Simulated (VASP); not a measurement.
# H7C24N in VASP: a series of runs

Runs on H7C24N. Level: PBE. Tasks: single point.

Program: VASP 6.6.1. These are calculated values, not measurements. Logs are shortened: lines on timing, memory, paths and dates and some standing lists are left out, and cuts for length are marked.

**1. The cell of the first run**

The cell holds a slab with vacuum, 32 atoms: a = 7.573 Å, b = 5.049 Å, c = 16.676 Å, α = 90.00°, β = 90.00°, γ = 60.00°.

**2. Single point, PBE**

Input file INCAR:

```
SYSTEM = H7C24N
PREC = Accurate
ENCUT = 520
EDIFF = 1E-6
ISMEAR = -1
SIGMA = 0.05
LREAL = Auto
LASPH = .TRUE.
NELM = 60
ALGO = Normal
ISIF = 2
LWAVE = .FALSE.
LCHARG = .TRUE.
GGA = PE
LELF = .TRUE.
LVHAR = .TRUE.
NBANDS = 76
```

Input file KPOINTS:

```
Automatic mesh
0
G
  2 3 1
  0 0 0
```

Input file POSCAR:

```
H7C24N
1.0
    7.5731140000      0.0000000000      0.0000000000
    2.5243710000      4.3723390000      0.0000000000
    0.0000000000      0.0000000000     16.6764260000
H C N
7 24 1
Direct
    0.1111147773      0.1666613682      0.0599648870
    0.4444518959      0.1666613682      0.0599648870
    0.7777758100      0.1666613682      0.0599648870
    0.1111143667      0.6666683439      0.0599648870
    0.4444382808      0.6666683439      0.0599648870
    0.7777753994      0.6666683439      0.0599648870
    0.7068556085      0.5755500660      0.4203598541
    0.1111147773      0.1666613682      0.1259262626
    0.4444518959      0.1666613682      0.1259262626
    0.7777758100      0.1666613682      0.1259262626
    0.1111143667      0.6666683439      0.1259262626
    0.4444382808      0.6666683439      0.1259262626
    0.7777753994      0.6666683439      0.1259262626
   -0.1111075641      0.3333227364      0.1568261689
    0.2222295545      0.3333227364      0.1568261689
    0.5555534686      0.3333227364      0.1568261689
   -0.1111079747      0.8333297121      0.1568261689
    0.2222291440      0.8333297121      0.1568261689
    0.5555530580      0.8333297121      0.1568261689
   -0.0986490796      0.3253407387      0.2444108828
    0.2237284582      0.3346492575      0.2573213229
    0.5541782540      0.3349923233      0.2578610069
   -0.1056643922      0.8323691278      0.2606253882
    0.2223194261      0.8317516094      0.2620825350
    0.5521245506      0.8451997889      0.2520024375
    0.0031273419     -0.0015781027      0.2803658290
    0.3359749420     -0.0018525553      0.2772956268
    0.6688721053      0.0048944055      0.2735418248
    0.0035034041      0.5019738863      0.2733679267
    0.3394148058      0.4982916466      0.2778652932
    0.6674741276      0.5004186546      0.2812173304
    0.7239689052      0.4761982088      0.3605568723
```

Potentials or basis: VASP PAW PBE potentials, release 64 (H, C, N).

Run with:

```console
$ cat potpaw_PBE.64/H/POTCAR potpaw_PBE.64/C/POTCAR potpaw_PBE.64/N/POTCAR > POTCAR
$ mpirun -np 1 vasp_std > vasp.out
```

OUTCAR:

```text
SYSTEM = H7C24N
   PREC = Accurate
   ENCUT = 520
   EDIFF = 1E-6
   ISMEAR = -1
   LREAL = Auto
   LASPH = .TRUE.
   NELM = 60
   ISIF = 2
   GGA = PE

 ion  position               nearest neighbor table
   1  0.111  0.167  0.060-   8 1.10
   2  0.444  0.167  0.060-   9 1.10
   3  0.778  0.167  0.060-  10 1.10
   4  0.111  0.667  0.060-  11 1.10
   5  0.444  0.667  0.060-  12 1.10
   6  0.778  0.667  0.060-  13 1.10
   7  0.707  0.576  0.420-  32 1.09
   8  0.111  0.167  0.126-   1 1.10  18 1.55  15 1.55  14 1.55
   9  0.444  0.167  0.126-   2 1.10  16 1.55  19 1.55  15 1.55
  10  0.778  0.167  0.126-   3 1.10  17 1.55  16 1.55  14 1.55
  11  0.111  0.667  0.126-   4 1.10  17 1.55  18 1.55  15 1.55
  12  0.444  0.667  0.126-   5 1.10  18 1.55  19 1.55  16 1.55
  13  0.778  0.667  0.126-   6 1.10  19 1.55  17 1.55  14 1.55
[... 10 lines left out ...]
  24  0.222  0.832  0.262-  26 1.47  30 1.48  27 1.49  18 1.76
  25  0.552  0.845  0.252-  27 1.48  28 1.51  31 1.58  19 1.59
  26  0.003  0.998  0.280-  24 1.47  23 1.48  20 1.55
  27  0.336  0.998  0.277-  25 1.48  24 1.49  21 1.51
  28  0.669  0.005  0.274-  22 1.47  23 1.49  25 1.51
  29  0.004  0.502  0.273-  23 1.46  21 1.47  20 1.52
  30  0.339  0.498  0.278-  22 1.45  24 1.48  21 1.51
  31  0.667  0.500  0.281-  32 1.38  22 1.52  25 1.58  20 1.65
  32  0.724  0.476  0.361-   7 1.09  31 1.38

  LATTYP: Found a simple monoclinic cell.
 ALAT       =     5.0487421480
 B/A-ratio  =     3.3030853055
 C/A-ratio  =     1.3228757886
 COS(beta)  =    -0.1889821759

  Lattice vectors:

 A1 = (   2.5243710000,   4.3723390000,   0.0000000000)
 A2 = (   0.0000000000,   0.0000000000,  16.6764260000)
 A3 = (   5.0487430000,  -4.3723390000,   0.0000000000)

Analysis of symmetry for initial positions (statically):
=====================================================================
 Subroutine PRICEL returns:
 Original cell was already a primitive cell.

 Routine SETGRP: Setting up the symmetry group for a
 simple monoclinic supercell.

 Subroutine GETGRP returns: Found  1 space group operations
 (whereof  1 operations were pure point group operations)
 out of a pool of  4 trial point group operations.

The static configuration has the point symmetry C_1 .

Analysis of symmetry for dynamics (positions and initial velocities):
=====================================================================
 Subroutine PRICEL returns:
 Original cell was already a primitive cell.

[... 168 lines left out ...]
   NSW    =      0    number of steps for IOM
   IBRION =     -1    ionic relax: 0-MD 1-quasi-New 2-CG
   NFREE  =      0    steps in history (QN), initial steepest desc. (CG)
   ISIF   =      2    stress and relaxation
   ISYM   =      2    0-nonsym 1-usesym 2-fastsym
   POTIM  = 0.5000    time-step for ionic-motion
   TEBEG  =    0.0;   TEEND  =   0.0 temperature during run
   PSTRESS=    0.0 pullay stress
   NELECT =     108.0000    total number of electrons
   NUPDOWN=      -1.0000    fix difference up-down
   EMIN   =  10.00;   EMAX   =-10.00  energy-range for DOS
   EFERMI =   0.00;   METHOD = LEGACY
   ISMEAR =    -1;   SIGMA  =   0.05  broadening in eV -4-tet -1-fermi 0-gaus
   EFERMI_NEDOS =   21; number of points for ismear=-14 and -15
   IALGO  =     38    algorithm
   IMIX   =      4    mixing-type and parameters
     AMIX     =   0.40;   BMIX     =  1.00
     AMIX_MAG =   1.60;   BMIX_MAG =  1.00
  volume/ion in A,a.u.               =      17.26       116.45
  Fermi-wavevector in a.u.,A,eV,Ry     =   0.950282  1.795772 12.286538  0.903035
  Thomas-Fermi vector in A             =   2.078644
   LORBIT       =      0    0 simple, 1 ext, 2 COOP (PROOUT), +10 PAW based schemes
   GGA     = PE    functional components
   LHFCALC =     F    Hartree Fock is set to
   AEXX    =    0.0000 exact exchange contribution
   IVDW    =     0    specifies the selected vdW correction
   LEPSILON=     F    determine dielectric tensor
   LRPA    =     F    only Hartree local field effects (RPA)
 non-spin polarized calculation
  energy-cutoff  :      520.00
  volume of cell :      552.19
 maximum number of plane-waves:     14893
   NGX = 29   NGY = 19   NGZ = 63

 number of electron     107.9999998 magnetization

 Free energy of the ion-electron system (eV)
  ---------------------------------------------------
  ext. energy  EPLUGINS =         0.00000000
  ---------------------------------------------------
  free energy    TOTEN  =      -239.35407668 eV

  energy without entropy =     -239.29239560  energy(sigma->0) =     -239.32323614

 E-fermi :   0.2037     XC(G=0):  -4.9752

 val. band max:        0.0909176465   @ k =   0.0000   0.0000   0.0000
 cond. band min:       0.2177524469   @ k =   0.5000   0.3333   0.0000
 fundamental gap:      0.1268348004
 Fermi energy:         0.2036744938

 k-point     1 :       0.0000    0.0000    0.0000
  band No.  band energies     occupation
      1     -20.9000      2.00000
      2     -18.5617      2.00000
      3     -18.2983      2.00000
      4     -18.1759      2.00000
      5     -16.8881      2.00000
      6     -16.3658      2.00000
[... 265 lines left out ...]
     65       5.5093      0.00000
     66       5.6857      0.00000
 [bands above 66 left out]

------------------------ aborting loop because EDIFF is reached ----------------------------------------

  FORCE on cell =-STRESS in cart. coord.  units (eV):
  Direction    XX          YY          ZZ          XY          YZ          ZX
  --------------------------------------------------------------------------------------
  -------------------------------------------------------------------------------------
  Total       -1.2414633     -1.0835303     -6.0445835     -1.2185583     -1.5431275     -0.8099121
  in kB       -3.6020783     -3.1438392    -17.5382261     -3.5356200     -4.4773504     -2.3499422
  external PRESSURE =      -8.0947145 kB  Pullay stress =       0.0000000 kB

 VOLUME and BASIS-vectors are now :
 -----------------------------------------------------------------------------
  energy-cutoff  :      520.00
  volume of cell :      552.19
      direct lattice vectors                 reciprocal lattice vectors
     7.573114000  0.000000000  0.000000000     0.132046078 -0.076236836  0.000000000
     2.524371000  4.372339000  0.000000000     0.000000000  0.228710537  0.000000000
     0.000000000  0.000000000 16.676426000     0.000000000  0.000000000  0.059964887

 POSITION                                       TOTAL-FORCE (eV/Angst)
 -----------------------------------------------------------------------------------
      1.26220      0.72870      1.00000         0.108767     -0.087778     -0.298977
      3.78660      0.72870      1.00000        -0.036622      0.078244     -0.167269
      6.31090      0.72870      1.00000        -0.025056     -0.044825     -0.234429
      2.52440      2.91490      1.00000        -0.014172      0.044262     -0.217094
      5.04870      2.91490      1.00000        -0.087157      0.009984     -0.168165
      7.57310      2.91490      1.00000         0.085493      0.031611     -0.200551
[... 24 lines left out ...]
      6.31810      2.18800      4.68970         2.593480      0.962684      0.511414
      6.68480      2.08210      6.01280         1.326230     -0.686756      3.619803
 -----------------------------------------------------------------------------------
    total drift:                                0.006722     -0.000625     -0.081162

  FREE ENERGIE OF THE ION-ELECTRON SYSTEM (eV)
  ---------------------------------------------------
  free  energy   TOTEN  =      -239.3540766840 eV

  energy  without entropy=     -239.2923955994  energy(sigma->0) =     -239.32323614
```

OSZICAR:

```text
N       E                     dE             d eps       ncg     rms          rms(c)
DAV:   1     0.810477677130E+03    0.81048E+03   -0.47066E+04   608   0.119E+03
DAV:   2    -0.141361004880E+03   -0.95184E+03   -0.90930E+03   872   0.291E+02
DAV:   3    -0.249344958329E+03   -0.10798E+03   -0.10700E+03   736   0.985E+01
[... 22 lines left out ...]
DAV:  26    -0.239354068213E+03   -0.11047E-04   -0.43336E-07   504   0.161E-03    0.710E-04
DAV:  27    -0.239354073774E+03   -0.55606E-05   -0.26061E-07   480   0.948E-04    0.471E-04
DAV:  28    -0.239354075528E+03   -0.17539E-05   -0.76542E-08   480   0.678E-04    0.157E-04
DAV:  29    -0.239354076560E+03   -0.10319E-05   -0.93932E-08   456   0.532E-04    0.209E-04
DAV:  30    -0.239354076684E+03   -0.12418E-06   -0.23984E-08   472   0.362E-04
   1 F= -.23935408E+03 E0= -.23932324E+03  d E =-.616811E-01
```

It took 12 min on 1 thread of Intel Xeon Platinum 8259CL at 2.50GHz (Skylake/Cascade Lake), shared host; peak memory 0.62 GiB.

What came out:

```
Free energy            : -239.3541 eV
Largest force          : 3.916 eV/Å
Band gap on the k mesh : zero (bands 54 and 55 overlap by 0.13 eV)
```

Forces on the atoms (eV/Å):
```
H    0.109 -0.088 -0.299
H   -0.037  0.078 -0.167
H   -0.025 -0.045 -0.234
H   -0.014  0.044 -0.217
H   -0.087  0.010 -0.168
H    0.085  0.032 -0.201
H   -1.074 -0.320 -2.984
C    0.022 -0.039  1.342
C    0.076  0.009  1.758
C   -0.102 -0.026  1.616
C    0.046  0.017  2.154
C   -0.071  0.031  1.976
C   -0.017  0.103  1.574
C    0.399 -0.549 -2.868
C   -0.034 -0.010 -1.341
C    0.115 -0.052 -1.285
C   -0.160  0.349 -1.395
C    0.078  0.040 -1.357
C    0.084  0.140 -1.457
C   -2.125  0.729  2.375
C    0.638 -0.196  0.842
C    0.501 -0.265 -0.939
C   -1.055  0.883 -0.134
C    1.344 -0.414  0.274
C    0.186 -1.182  0.077
C    0.145  1.274 -1.360
C   -0.101  0.667 -0.947
C   -0.214 -1.021 -0.418
C   -1.106 -0.797  0.320
C   -1.526  0.322 -0.669
C    2.593  0.963  0.511
N    1.326 -0.687  3.620
```

Levels at points of the mesh, in eV from the Fermi level:
```
           k point  band 50  band 51  band 52  band 53  band 54  band 55  band 56  band 57  band 58  band 59
(0.00, 0.00, 0.00)    -2.01    -1.03    -0.69    -0.29    -0.13    -0.11     0.12     0.47     2.13     3.31
(0.50, 0.00, 0.00)    -2.74    -1.19    -0.74    -0.45    -0.16     0.18     0.26     0.56     2.48     2.54
```

Caveat: the k points lie up to 0.48 Å⁻¹ apart; there is no dipole correction, which matters where the two faces differ.

**3. Single point, PBE**

Input file INCAR:

```
SYSTEM = H7C24N
  PREC = Accurate
  ENCUT = 520
  EDIFF = 1E-6
  ISMEAR = -1
  SIGMA = 0.05
  LREAL = Auto
  LASPH = .TRUE.
  NELM = 100
  ALGO = Normal
  ISIF = 2
  LWAVE = .FALSE.
  LCHARG = .FALSE.
  GGA = PE
  NBANDS = 76
```

KPOINTS is that of step 2.

Input file POSCAR:

```
H7C24N
1.0
    7.5731140000      0.0000000000      0.0000000000
    2.5243710000      4.3723390000      0.0000000000
    0.0000000000      0.0000000000     16.6764260000
H C N
7 24 1
Direct
    0.1111147773      0.1666613682      0.0599648870
    0.4444518959      0.1666613682      0.0599648870
    0.7777758100      0.1666613682      0.0599648870
    0.1111143667      0.6666683439      0.0599648870
    0.4444382808      0.6666683439      0.0599648870
    0.7777753994      0.6666683439      0.0599648870
    0.8562091580      0.5269948190      0.3846807463
    0.1111147773      0.1666613682      0.1259262626
    0.4444518959      0.1666613682      0.1259262626
    0.7777758100      0.1666613682      0.1259262626
    0.1111143667      0.6666683439      0.1259262626
    0.4444382808      0.6666683439      0.1259262626
    0.7777753994      0.6666683439      0.1259262626
   -0.1111075641      0.3333227364      0.1568261689
    0.2222295545      0.3333227364      0.1568261689
    0.5555534686      0.3333227364      0.1568261689
   -0.1111079747      0.8333297121      0.1568261689
    0.2222291440      0.8333297121      0.1568261689
    0.5555530580      0.8333297121      0.1568261689
   -0.0952716123      0.3206750437      0.2709993136
    0.2274873926      0.3359300365      0.2653985932
    0.5315515667      0.3415105736      0.2788667068
   -0.1036392003      0.8331467437      0.2594200940
    0.2267706595      0.8286182750      0.2652306915
    0.5526910104      0.8362114648      0.2596779430
    0.0173599841     -0.0081878372      0.2787707630
    0.3366187021      0.0134481796      0.2709453452
    0.6594088380      0.0157352849      0.2780511843
    0.0099135340      0.4842488197      0.2739975580
    0.3236491981      0.4975369019      0.2819908774
    0.6833024061      0.4982916466      0.3036981665
    0.7136313137      0.5540741466      0.3856161986
```

Potentials or basis: VASP PAW PBE potentials, release 64 (H, C, N).

Run with:

```console
$ cat potpaw_PBE.64/H/POTCAR potpaw_PBE.64/C/POTCAR potpaw_PBE.64/N/POTCAR > POTCAR
$ mpirun -np 1 vasp_std > vasp.out
```

It took 10 min on 1 thread of Intel Xeon Platinum 8259CL at 2.50GHz (Skylake/Cascade Lake), shared host; peak memory 0.62 GiB.

It converged, with:

| Quantity | Value |
| --- | --- |
| Free energy | -237.5439 eV |
| Largest force | 5.834 eV/Å |
| Band gap on the k mesh | 0.04 eV (least direct gap 0.15 eV) |

Forces in eV/Å, atoms in the order of the input:
```
H   -0.003 -0.011 -0.291
H    0.012  0.000 -0.286
H    0.001  0.002 -0.469
H    0.009 -0.004 -0.288
H   -0.037 -0.068 -0.360
H    0.058 -0.050 -0.322
H    0.479 -0.469  0.592
C   -0.096  0.071  2.753
C    0.159  0.065  2.908
C   -0.116  0.103  2.820
C    0.049 -0.013  2.489
C   -0.052 -0.170  2.809
C   -0.034 -0.098  2.520
C   -0.019 -0.035 -1.691
C   -0.065 -0.189 -2.648
C    0.344 -0.302 -2.352
C   -0.027  0.300 -0.947
C    0.334 -0.071 -1.852
C    0.102 -0.721 -0.872
C   -2.210 -0.090 -2.568
C   -3.059 -0.545 -1.537
C    5.690 -1.246 -0.333
C   -1.108  0.269 -0.176
C    1.808  0.189 -1.425
C    1.970 -0.100 -1.054
C   -3.825  0.958  0.592
C   -1.705 -3.626  1.221
C    0.560 -1.998 -0.112
C    0.335  3.448  0.896
C    3.085  3.030  1.513
C   -1.009  0.948 -0.624
N   -1.633  0.424 -0.906
```

Levels at points of the mesh, in eV from the valence-band top:
```tsv
k point	band 51	band 52	band 53	band 54	band 55	band 56	band 57	band 58
(0.00, 0.00, 0.00)	-1.55	-0.60	-0.37	-0.14	0.04	0.09	0.33	2.46
(0.50, 0.00, 0.00)	-1.61	-0.54	-0.26	-0.20	0.07	0.18	0.40	2.76
```

Caveat: the k points lie up to 0.48 Å⁻¹ apart; there is no dipole correction, which matters where the two faces differ; semilocal functionals underestimate gaps, and a narrow one can read as zero.

**4. Single point, PBE**

Input file INCAR:

```
PREC = Accurate ; ENCUT = 520
EDIFF = 1E-6 ; ISMEAR = -1
SIGMA = 0.05 ; LREAL = Auto
LASPH = T ; NELM = 80
ALGO = Normal ; ISIF = 2
LWAVE = F ; LCHARG = T
GGA = PE ; LELF = T
LVHAR = T ; NBANDS = 76
```

Input file KPOINTS:

```
Automatic mesh
0
Gamma
  2 3 1
```

Input file POSCAR:

```
H7C24N
1.0
    7.5731140000      0.0000000000      0.0000000000
    2.5243710000      4.3723390000      0.0000000000
    0.0000000000      0.0000000000     16.6764260000
H C N
7 24 1
Direct
    0.1111147773      0.1666613682      0.0599648870
    0.4444518959      0.1666613682      0.0599648870
    0.7777758100      0.1666613682      0.0599648870
    0.1111143667      0.6666683439      0.0599648870
    0.4444382808      0.6666683439      0.0599648870
    0.7777753994      0.6666683439      0.0599648870
    0.5351982037      0.6498581194      0.4344635955
    0.1111147773      0.1666613682      0.1259262626
    0.4444518959      0.1666613682      0.1259262626
    0.7777758100      0.1666613682      0.1259262626
    0.1111143667      0.6666683439      0.1259262626
    0.4444382808      0.6666683439      0.1259262626
    0.7777753994      0.6666683439      0.1259262626
   -0.1111075641      0.3333227364      0.1568261689
    0.2222295545      0.3333227364      0.1568261689
    0.5555534686      0.3333227364      0.1568261689
   -0.1111079747      0.8333297121      0.1568261689
    0.2222291440      0.8333297121      0.1568261689
    0.5555530580      0.8333297121      0.1568261689
   -0.1076086284      0.3571315033      0.2625742470
    0.2246465058      0.3353811312      0.2562659409
    0.5357604555      0.3325679916      0.2492560456
   -0.1108643862      0.8073253240      0.2534415947
    0.2171004870      0.8464576969      0.2599357920
    0.5262816562      0.8594255843      0.2585086277
   -0.0077210500      0.0016924580      0.2850970586
    0.3281060015      0.0105435557      0.2672994801
    0.6545834807     -0.0250895459      0.2789806401
    0.0126971161      0.4844546592      0.2865302194
    0.3231411561      0.5208882477      0.2747830980
    0.6258459416      0.5030945679      0.2932702727
    0.4764759089      0.6061286648      0.3733593757
```

Run with:

```console
$ cat potpaw_PBE.64/H/POTCAR potpaw_PBE.64/C/POTCAR potpaw_PBE.64/N/POTCAR > POTCAR
$ mpirun -np 1 vasp_std > vasp.out
```

Run time: 11 min. Hardware: 1 thread of Intel Xeon Platinum 8259CL at 2.50GHz (Skylake/Cascade Lake), shared host; peak memory 0.62 GiB.

The run converged. Its results:

```
Free energy            : -235.5642 eV
Largest force          : 8.927 eV/Å
Band gap on the k mesh : 0.01 eV
```

Forces in eV/Å, atoms in the order of the input:
```
H   -0.003  0.042 -0.207
H   -0.060 -0.010 -0.216
H    0.021  0.027 -0.289
H    0.057  0.007 -0.277
H   -0.029  0.018 -0.181
H   -0.142  0.009 -0.356
H   -1.489 -0.784 -3.187
C   -0.147  0.068  2.273
C   -0.039 -0.038  1.129
C    0.121 -0.119  2.357
C   -0.089  0.067  1.695
C   -0.004  0.073  1.769
C    0.142 -0.029  1.859
C   -0.155  0.505 -0.053
C    0.275  0.559 -1.676
C   -0.464 -0.124 -1.171
C   -0.453 -0.557 -0.686
C   -0.301  0.163 -1.545
C   -0.279  0.355 -1.606
C   -4.586 -5.052  1.423
C   -1.894  2.023  0.478
C    3.505 -0.755  1.766
C    0.776  3.580  1.877
C   -2.178  0.498 -0.763
C    4.646 -7.523 -1.229
C    0.068  0.436 -2.621
C   -4.435  1.586  2.384
C    3.158  2.650 -1.282
C   -0.746  2.965 -1.652
C    0.127 -2.487 -0.182
C    1.412  2.739 -0.201
N    3.185 -0.893  0.367
```

Levels at points of the mesh, in eV from the valence-band top:
| k point | band 51 | band 52 | band 53 | band 54 | band 55 | band 56 | band 57 | band 58 |
| --- | --- | --- | --- | --- | --- | --- | --- | --- |
| (0.00, 0.00, 0.00) | -1.50 | -0.89 | -0.26 | 0.00 | 0.01 | 0.19 | 0.72 | 2.31 |
| (0.50, 0.00, 0.00) | -2.13 | -1.11 | -0.12 | -0.05 | 0.10 | 0.19 | 0.90 | 2.63 |

Caveat: the k points lie up to 0.48 Å⁻¹ apart; the smearing spreads over this small gap; there is no dipole correction, which matters where the two faces differ; semilocal functionals underestimate gaps, and a narrow one can read as zero.

**5. The runs side by side**

| cell | gap on the mesh (eV) | largest force (eV/Å) |
| --- | --- | --- |
| as given, atomic positions A | none | 3.92 |
| as given, atomic positions B | 0.04 | 5.83 |
| as given, atomic positions C | 0.01 | 8.93 |

Alike in all rows: task single point; level PBE; potentials or basis VASP PAW PBE potentials, release 64 (H, C, N); no spin polarisation; k mesh 2 × 3 × 1; cutoff (eV) 520; smearing fermi-dirac 0.05 eV.

Caveats: all runs use coarse meshes; there is no dipole correction, which matters where the two faces differ; semilocal functionals underestimate gaps, and a narrow one can read as zero (at least some runs); the smearing spreads over this small gap (at least some runs).

Absolute energies hang on the potentials; compare differences alone.

The gap in the log of VASP goes by the Fermi energy; the results here count the filled bands.